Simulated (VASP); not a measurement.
Here is a VASP 6.6.1 calculation.

INCAR

```
SYSTEM = SnO2
PREC = Accurate
ENCUT = 520
EDIFF = 1E-6
ISMEAR = 0
SIGMA = 0.05
LREAL = .False.
LASPH = .True.
NELM = 100
ALGO = Normal
ISIF = 2
LWAVE = .False.
LCHARG = .False.
GGA = PS
NBANDS = 64
```

Contents of KPOINTS:

```
Automatic mesh
0
Gamma
  6 6 6
  0 0 0
```

The input POSCAR:

```
SnO2
1.0
    3.1673060795      1.8286450177      4.3550637466
   -3.1673060795      1.8286450177      4.3550637466
    0.0000000000     -3.6572900352      4.3550637467
Sn O
4 8
Direct
    0.8646807174      0.8646807174      0.8646807174
    0.3648245829      0.3648245829      0.8648190111
    0.3648245829      0.8648190111      0.3648245829
    0.8648190111      0.3648245829      0.3648245829
    0.1235003534      0.6233501671      0.6233501671
    0.6233501671      0.1235003534      0.6233501671
    0.6233501671      0.6233501671      0.1235003534
    0.6062113146      0.6062113146      0.6062113146
    0.1234715296      0.1234715296      0.1234715296
    0.1060883083      0.1060883083      0.6062369573
    0.1060883083      0.6062369573      0.1060883083
    0.6062369573      0.1060883083      0.1060883083
```

Potentials or basis: VASP PAW PBE potentials, release 64 (Sn_d, O).

Launch:

```bash
$ cat potpaw_PBE.64/Sn_d/POTCAR potpaw_PBE.64/O/POTCAR > POTCAR
$ mpirun -np 1 vasp_std > vasp.out
```

(1) What does it give for the largest force?

(2) What does it give for the band gap on the k mesh?

(3) Predict the pressure.

Results:

(1) 0.543 eV/Å.

(2) 2.08 eV.

(3) 8.4 GPa.

Caveat: the PAW data sets were made with another functional, which shifts forces and pressure a little; spin-orbit coupling is left out, which moves the levels of the heavy elements.
